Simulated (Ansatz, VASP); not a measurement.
# One calculation of PtSe2, two programs

File POSCAR:

```
PtSe2
1.0
    1.8204971574      1.0510645239      5.4845026741
   -1.8204971574      1.0510645239      5.4845026741
    0.0000000000     -2.1021290477      5.4845026741
Pt Se
1 2
Direct
   -0.0007636743     -0.0007636743     -0.0007636743
    0.4219829336      0.4219829336      0.4219829336
    0.2454474074      0.2454474074      0.2454474074
```

INCAR.step1

```
PREC = Accurate
ENCUT = 520
ISMEAR = -1
SIGMA = 0.02
LREAL = False
LASPH = True
NELM = 100
NBANDS = 18
GGA = PE
ALGO = Normal
EDIFF = 1E-4
LWAVE = True
LCHARG = False
```

The input INCAR.step2:

```
PREC = Accurate
ENCUT = 520
EDIFF = 1E-6
ISMEAR = -1
SIGMA = 0.02
LREAL = False
LASPH = True
NELM = 100
ALGO = Normal
ISIF = 2
LWAVE = False
LCHARG = False
METAGGA = R2SCAN
LMIXTAU = True
NBANDS = 18
ISTART = 1
```

File KPOINTS:

```
Automatic mesh
0
Gamma
  8 8 8
```

Input for Ansatz:

```yaml
crystal:
  lattice:
    - [1.8204971574, 1.0510645239, 5.4845026741]
    - [-1.8204971574, 1.0510645239, 5.4845026741]
    - [0.0, -2.1021290477, 5.4845026741]
  atoms:
    - { symbol: Pt, position: [-0.0007636743, -0.0007636743, -0.0007636743] }
    - { symbol: Se, position: [0.4219829336, 0.4219829336, 0.4219829336] }
    - { symbol: Se, position: [0.2454474074, 0.2454474074, 0.2454474074] }
kpoints:
  mp_grid: { grid: [8, 8, 8] }
  band_path:
    path:
      - [0.0, 0.0, 0.0]
      - [-0.5, -0.5, -0.5]
      - [-0.5, -0.1911512654, -0.8088487346]
      - [-0.1911512654, 0.1911512654, -0.5]
      - [0.0, 0.0, -0.5]
      - [0.0, 0.3455756327, -0.3455756327]
      - [-0.3455756327, 0.0, -0.6544243673]
      - [-0.5, 0.0, -0.5]
      - [0.0, 0.0, -0.05]
      - [-0.5, -0.2838058858, -0.7161941142]
      - [-0.5, -0.4382302531, -0.5617697469]
    npoints: 1
hamiltonian:
  xc: r2scan
scf:
  occupations: { method: fermi_dirac, width: 0.02 }
  n_extra_bands: 4
output:
  forces: true
  stress: true
  eigenvalues: true
```

Alike in both runs: task single point; functional r2SCAN; k mesh 8 × 8 × 8; occupations fermi-dirac, width 0.02 eV; no spin polarisation.

|  | VASP | Ansatz |
| --- | --- | --- |
| version | VASP 6.6.1 | Ansatz 0.2.0 |
| potentials or method | VASP PAW PBE potentials, release 64 (Pt, Se) | plane waves, PAW |
| plane-wave cutoff (eV) | 520 | 500 |
| valence electrons in the cell | 22 | 50 |

Ansatz gave:

| Item | Value |
| --- | --- |
| pressure (GPa) | 1.4 |
| traceless stress, the component that is largest in VASP (GPa) | -0.11 |
| rms of the force components (eV/Å) | 0.012 |

Q: Which values does VASP return?

A: Pressure (GPa): 1.4; traceless stress, the component that is largest in VASP (GPa): -0.13; rms of the force components (eV/Å): 0.010.

VASP's potentials were made for PBE, not for r2SCAN. Atom by atom the forces differ by 0.002 eV/Å (rms over components). VASP's potentials hold 22 valence electrons a cell and Ansatz's 50, so a difference there can come from the potentials and not from the codes.

Neither program's run includes spin-orbit coupling.
